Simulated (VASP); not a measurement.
Runs of VASP 6.6.1 on KCl. The structure is that of space group Fm-3m (No. 225), or close to it. The cells are those of the table. 

| level | cell | gap on the mesh (eV) | pressure (GPa) |
| --- | --- | --- | --- |
| r2SCAN | a = 4.403 Å, angles 60.0°, 2 atoms | 5.95 | 0.7 |
| r2SCAN | a = 4.447 Å, angles 60.0°, 2 atoms | (b) | 0.0 |
| PBE | a = 4.418 Å, angles 60.0°, 2 atoms | 5.26 | 1.2 |
| r2SCAN | a = 4.535 Å, angles 60.0°, 2 atoms | 5.64 | (a) |
| r2SCAN | a = 4.357 Å, angles 60.0°, 2 atoms | (c) | 1.4 |
| PBE | a = 4.555 Å, angles 60.0°, 2 atoms | 4.95 | -0.4 |
| PBE | a = 4.599 Å, angles 60.0°, 2 atoms | 4.86 | -0.8 |
| PBE | a = 4.465 Å, angles 60.0°, 2 atoms | 5.15 | 0.6 |

Alike in all rows: task single point; potentials or basis VASP PAW PBE potentials, release 64 (K_sv, Cl); no spin polarisation; k mesh 6 × 6 × 6; cutoff (eV) 520; smearing gaussian 0.01 eV.

Question: Fill in the values left out.

Answer: (a) -1.0; (b) 5.84; (c) 6.06.

Caveats: the PAW data sets were made with another functional, which shifts forces and pressure a little (at least some runs).

